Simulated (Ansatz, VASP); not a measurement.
# Two plane-wave programs on Sn4S

```
Sn S
1.0
     5.36730    0.00000    0.00000
     0.00000    5.36730    0.00000
     0.00000    0.00000    5.36730
Sn S
4 1
Direct
  0.00000 0.50000 0.50000
  0.50000 0.00000 0.50000
  0.50000 0.50000 0.00000
  0.00000 0.00000 0.00000
  0.50000 0.50000 0.50000
```

Alike in both runs: functional PBE; k mesh 8 × 8 × 8; occupations gaussian, width 0.1 eV; no spin polarisation.

Ansatz relaxed the structure, and its values are those at the end. VASP's run is a single point on that final structure, the one shown.

|  | VASP | Ansatz |
| --- | --- | --- |
| version | VASP 6.6.1 | Ansatz 0.2.0 |
| potentials or method | VASP PAW PBE potentials, release 64 (Sn_d, S), cutoff 520 eV | scalar-relativistic, plane waves, PAW |
| valence electrons in the cell | 62 | 62 |

```csv
,VASP,Ansatz,Ansatz less VASP
gap on the k mesh at the Fermi level (eV),none,none,-
pressure (GPa),-0.1,0.0,+0.07
```

A gap of «none» marks a metal or a gap that the smearing closes.
